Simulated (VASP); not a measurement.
Runs of VASP 6.6.1 on TiB2. The structure is that of space group P6/mmm (No. 191), or close to it. The cells are those of the table. 

```csv
task,cell,k mesh,cutoff (eV),smearing,gap on the mesh (eV),pressure (GPa),relaxed volume (Å³/atom)
single point,"a = 2.994, b = 2.994, c = 3.160 Å, angles 90.0, 90.0, 120.0°, 3 atoms",24 × 24 × 18,520,fermi-dirac 0.15 eV,none,0.6,-
single point,"a = 3.026, b = 3.026, c = 3.229 Å, angles 90.0, 90.0, 120.0°, 3 atoms",6 × 6 × 6,520,gaussian 0.1 eV,none,(a),-
relaxation of cell and atoms,"relaxed from a = 2.994, b = 2.994, c = 3.159 Å, angles 90.0, 90.0, 120.0°, 3 atoms",24 × 24 × 18,600,fermi-dirac 0.15 eV,none,0.0,8.19
relaxation of cell and atoms,"relaxed from a = 2.995, b = 2.995, c = 3.157 Å, angles 90.0, 90.0, 120.0°, 3 atoms",24 × 24 × 18,600,gaussian 0.1 eV,none,0.0,8.19
single point,"a = 2.994, b = 2.994, c = 3.159 Å, angles 90.0, 90.0, 120.0°, 3 atoms",24 × 24 × 18,520,gaussian 0.1 eV,none,0.6,-
single point,"a = 2.995, b = 2.995, c = 3.157 Å, angles 90.0, 90.0, 120.0°, 3 atoms",9 × 9 × 6,520,gaussian 0.1 eV,none,0.5,-
```

Alike in all rows: level LDA; potentials or basis VASP PAW LDA potentials, release 64 (Ti_sv, B); no spin polarisation.

Problem. Estimate the missing entries.

Solution. (a) -10.0.

Caveats: some runs use coarse meshes.

A gap of «none» marks levels without a gap at the run's occupations.
